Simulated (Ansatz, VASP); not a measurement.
Al: VASP beside Ansatz

```xyz
1
Lattice="-1.5912 1.5912 1.5912 1.5912 -1.5912 1.5912 1.5912 1.5912 -1.5912" Properties=species:S:1:pos:R:3 pbc="T T T"
Al    0.0000    0.0000    0.0000
```

Alike in both runs: task electric field gradients; functional r2SCAN; k mesh 18 × 18 × 18; occupations fermi-dirac, width 0.08 eV; no spin polarisation.

|  | VASP | Ansatz |
| --- | --- | --- |
| version | VASP 6.6.1 | Ansatz 0.2.0 |
| potentials or method | VASP PAW PBE potentials, release 64 (Al), cutoff 520 eV | all-electron PAW with datasets made for the crystal, scalar-relativistic |

|  | VASP | Ansatz | Ansatz less VASP |
| --- | --- | --- | --- |
| pressure (GPa) | 0.2 | 0.6 | +0.43 |

VASP's potentials were made for PBE, not for r2SCAN. Ansatz ran all-electron here, and VASP with PAW potentials.
